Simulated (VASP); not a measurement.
Here is a VASP 6.6.1 calculation.

The input INCAR:

```
SYSTEM = Al3B2As
  PREC = Accurate
  ENCUT = 560
  EDIFF = 1E-6
  ISMEAR = 0
  SIGMA = 0.1
  LREAL = .FALSE.
  LASPH = .TRUE.
  NELM = 120
  ALGO = Normal
  ISIF = 2
  LWAVE = .FALSE.
  LCHARG = .FALSE.
  GGA = PE
  NBANDS = 24
  GGA_COMPAT = .FALSE.
```

KPOINTS

```
Automatic mesh
0
G
  6 6 2
  0 0 0
```

Contents of POSCAR:

```
Al3B2As
1.0
    4.8025884663     -0.0000000038      0.0000000000
   -2.4012942298      4.1591636176      0.0000000000
    0.0000000000      0.0000000000      7.6231573197
Al B As
3 2 1
Direct
    0.3333333333      0.6666666667      0.5000000000
    0.6666666667      0.3333333333      0.5000000000
    0.0000000000      0.0000000000      0.0000000000
    0.0000000000      0.0000000000      0.7444300685
    0.0000000000      0.0000000000      0.2555699315
    0.0000000000      0.0000000000      0.5000000000
```

Potentials or basis: VASP PAW PBE potentials, release 64 (Al, B, As_d).

Launch:

```console
$ cat potpaw_PBE.64/Al/POTCAR potpaw_PBE.64/B/POTCAR potpaw_PBE.64/As_d/POTCAR > POTCAR
$ mpirun -np 1 vasp_std > vasp.out
```

Q: Estimate the band gap on the k mesh.

A: Zero (bands 15 and 16 overlap by 1.11 eV).

Q: Estimate the pressure.

A: 0.0 GPa.

Q: Predict the largest force.

A: 0.056 eV/Å.

Forces in eV/Å, atoms in the order of the input:
```
Al   0.000  0.000  0.000
Al   0.000  0.000  0.000
Al   0.000  0.000  0.000
B    0.000  0.000 -0.056
B    0.000  0.000  0.056
As   0.000  0.000  0.000
```

Caveat: the k points lie up to 0.41 Å⁻¹ apart, too coarse for converged energies and pressures of a metal.
